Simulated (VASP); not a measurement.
Here is a VASP 6.6.1 calculation.

Contents of INCAR:

```
SYSTEM = SrCd2Sb2
PREC = Accurate ; ENCUT = 520
EDIFF = 1E-6 ; ISMEAR = 0
SIGMA = 0.1 ; LREAL = .FALSE.
LASPH = .TRUE. ; NELM = 100
ALGO = Normal ; ISIF = 2
LWAVE = .FALSE. ; LCHARG = .FALSE.
GGA = CA ; NBANDS = 30
```

Contents of KPOINTS:

```
Automatic mesh
0
G
  3 3 3
  0 0 0
```

POSCAR

```
SrCd2Sb2
1.0
    5.0996000000      0.2434950000     -0.6486200000
   -1.0842190000      5.5465160000      0.7634140000
   -0.2434100000      0.4242480000      5.7231950000
Sr Cd Sb
1 2 2
Direct
    0.9356971103      0.0485475024      0.9929167216
    0.0290820368      0.7611389783      0.5641609344
    0.7871427113      0.2980026451      0.3960307336
    0.4235460251      0.4004734283      0.7200255104
    0.3948000002      0.6532697156      0.1318008437
```

Potentials or basis: VASP PAW LDA potentials, release 64 (Sr_sv, Cd, Sb).

Command:

```console
$ cat potpaw_LDA.64/Sr_sv/POTCAR potpaw_LDA.64/Cd/POTCAR potpaw_LDA.64/Sb/POTCAR > POTCAR
$ mpirun -np 1 vasp_std > vasp.out
```

(1) Predict the largest force.

(2) Predict the pressure.

(3) Estimate the band gap on the k mesh.

Results:

(1) 0.542 eV/Å.

(2) -3.3 GPa.

(3) zero (bands 22 and 23 overlap by 0.16 eV).

Caveat: the k points lie up to 0.42 Å⁻¹ apart; spin-orbit coupling is left out, which moves the levels of the heavy elements.
